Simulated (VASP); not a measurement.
TiSi16 (a cell with a defect): single point with PBE

The system is TiSi16 (a cell with a defect).

```xyz
17
Lattice="0.0000 5.4300 5.4300 5.4300 0.0000 5.4300 5.4300 5.4300 0.0000" Properties=species:S:1:pos:R:3 pbc="T T T"
Si    0.0168   -0.0746    0.0737
Si    1.3920    1.3537    1.3218
Si    2.7789    2.6398   -0.0653
Si    4.1131    3.9653    1.4600
Si    2.6395   -0.0716    2.7010
Si    3.9891    1.2790    4.1597
Si    5.2975    2.5878    2.8470
Si    6.6774    3.9662    4.0378
Si    0.1234    2.8425    2.5892
Si    1.3913    4.1106    4.0767
Si    2.7787    5.4988    2.7895
Si    4.2067    6.9264    3.9371
Si    2.6361    2.7365    5.5041
Si    4.0649    4.1113    6.7519
Si    5.3504    5.4989    5.3648
Si    6.6761    6.8338    6.8906
Ti    8.0282    5.3184    5.5455
```

```json
{
 "Program": "VASP 6.6.1",
 "Task": "single point",
 "Functional": "PBE",
 "Potentials or basis": "VASP PAW PBE potentials, release 64 (Si, Ti_sv)",
 "Cutoff": "520 eV",
 "k mesh": "2 × 2 × 2",
 "Occupations": "gaussian, width 0.02 eV",
 "Spin": "no spin polarisation"
}
```

* Pressure: 3.7 GPa
* Largest force: 0.621 eV/Å
* Band gap on the k mesh: zero (bands 38 and 39 overlap by 0.34 eV)

Forces on the atoms (eV/Å):
```
Si  -0.011 -0.010  0.004
Si  -0.059 -0.018  0.058
Si  -0.065  0.021  0.068
Si  -0.133  0.002 -0.015
Si  -0.005 -0.008  0.008
Si   0.131  0.132 -0.121
Si   0.084  0.085 -0.076
Si   0.005  0.006  0.144
Si  -0.098 -0.097  0.093
Si  -0.060 -0.059  0.010
Si  -0.063 -0.065 -0.018
Si  -0.086 -0.083  0.084
Si  -0.010 -0.009  0.007
Si  -0.020 -0.057  0.058
Si   0.021 -0.066  0.068
Si   0.001 -0.128 -0.016
Ti   0.365  0.353 -0.357
```

Stress tensor (GPa, compression positive):
```
 3.71 -0.06  0.06
-0.06  3.71  0.05
 0.06  0.05  3.73
```

Levels at points of the mesh, in eV from the Fermi level:
```csv
k point,band 35,band 36,band 37,band 38,band 39,band 40
"(0.00, 0.00, 0.00)",-1.00,-0.98,-0.51,-0.33,-0.33,-0.03
"(0.50, 0.00, 0.00)",-1.35,-1.31,-0.21,0.00,0.26,0.37
"(0.00, 0.50, 0.00)",-1.35,-1.31,-0.21,0.00,0.26,0.37
"(0.00, 0.00, 0.50)",-1.33,-1.33,-0.35,-0.10,-0.09,0.57
"(0.50, 0.50, 0.50)",-1.36,-1.31,-0.21,-0.01,0.27,0.37
"(0.50, 0.50, 0.00)",-1.94,-1.81,-0.61,0.02,0.53,0.70
"(0.00, 0.50, 0.50)",-1.95,-1.80,-0.61,0.01,0.52,0.69
"(0.50, 0.00, 0.50)",-1.95,-1.80,-0.61,0.01,0.53,0.69
```

It took 5.5 min on 1 thread of Intel(R) Xeon(R) Platinum 8488C (Sapphire Rapids) (shared host), peak memory 0.5 GiB.

Caveat: the k points lie up to 0.50 Å⁻¹ apart.
